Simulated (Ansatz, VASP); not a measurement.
## Two plane-wave programs on AlAs

```
Al As
1.0
     0.00000    2.86765    2.86765
     2.86765    0.00000    2.86765
     2.86765    2.86765    0.00000
Al As
1 1
Direct
  0.00000 0.00000 0.00000
  0.25000 0.25000 0.25000
```

Alike in both runs: task single point; functional PBE; k mesh 6 × 6 × 6; no spin polarisation.

```csv
,VASP,Ansatz
version,VASP 6.6.1,Ansatz 0.2.0
potentials or method,"VASP PAW PBE potentials, release 64 (Al, As), cutoff 500 eV","plane waves, PAW"
occupations,"gaussian, width 0.01 eV",fixed
valence electrons in the cell,8,18
```

Ansatz gave:

- pressure (GPa): -0.2

Question: Estimate VASP's values.

Answer: Pressure (GPa): -0.1.

VASP's potentials hold 8 valence electrons a cell and Ansatz's 18, so a difference there can come from the potentials and not from the codes.
